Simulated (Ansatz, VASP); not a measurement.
ZnS in VASP and in Ansatz

Contents of INCAR:

```
SYSTEM = ZnS
  PREC = Accurate
  ENCUT = 520
  EDIFF = 1E-6
  ISMEAR = 0
  SIGMA = 0.05
  LREAL = .FALSE.
  LASPH = .TRUE.
  NELM = 60
  ALGO = Normal
  ISIF = 2
  LWAVE = .FALSE.
  LCHARG = .FALSE.
  GGA = PE
  NBANDS = 36
```

KPOINTS

```
regular mesh
0
G
  8 8 3
  0 0 0
```

POSCAR

```
ZnS
1.0
    2.7215639849     -2.7215639849      0.0000000000
    2.7215639849      0.0000000000     -2.7215639849
    8.6182859523      4.0823459774      3.6287519800
Zn S
3 3
Direct
    0.1041500000      0.0277555556      0.4583666667
    0.6041500000      0.5833111111      0.1250333333
   -0.3958500000     -0.5278000000      0.7917000000
    0.2291500000      0.0833111111      0.8750333333
    0.7291500000     -0.3611333333      0.5417000000
    0.2291500000      0.1944222222      0.2083666667
```

Input for Ansatz:

```yaml
crystal:
  lattice:
    - [2.7215639849, -2.7215639849, 0.0]
    - [2.7215639849, 0.0, -2.7215639849]
    - [8.6182859523, 4.0823459774, 3.62875198]
  atoms:
    - { symbol: Zn, position: [0.10415, 0.0277555556, 0.4583666667] }
    - { symbol: Zn, position: [0.60415, 0.5833111111, 0.1250333333] }
    - { symbol: Zn, position: [-0.39585, -0.5278, 0.7917] }
    - { symbol: S, position: [0.22915, 0.0833111111, 0.8750333333] }
    - { symbol: S, position: [0.72915, -0.3611333333, 0.5417] }
    - { symbol: S, position: [0.22915, 0.1944222222, 0.2083666667] }
basis:
  ecutwfc: 420
kpoints:
  mp_grid: { grid: [8, 8, 3] }
hamiltonian:
  xc: pbe
scf:
  occupations: { method: gaussian, width: 0.05 }
output:
  forces: true
  stress: true
  eigenvalues: true
```

Alike in both runs: task single point; functional PBE; k mesh 8 × 8 × 3; occupations gaussian, width 0.05 eV; no spin polarisation.

|  | VASP | Ansatz |
| --- | --- | --- |
| version | VASP 6.6.1 | Ansatz 0.2.0 |
| potentials or method | VASP PAW PBE potentials, release 64 (Zn, S), cutoff 520 eV | scalar-relativistic, plane waves, PAW |
| valence electrons in the cell | 54 | 54 |

```csv
,VASP,Ansatz,Ansatz less VASP
gap on the k mesh at the Fermi level (eV),1.50,1.50,-0.001
least direct gap on the mesh (eV),1.50,1.50,-0.001
pressure (GPa),-0.8,-0.9,-0.13
"traceless stress, the component that is largest in VASP (GPa)",1.05,1.06,+0.014
rms of the force components (eV/Å),0.188,0.186,-0.0024
```

Atom by atom the forces differ by 0.004 eV/Å (rms over components). With one functional, cell and mesh, what is left measures potentials, basis and numerics.
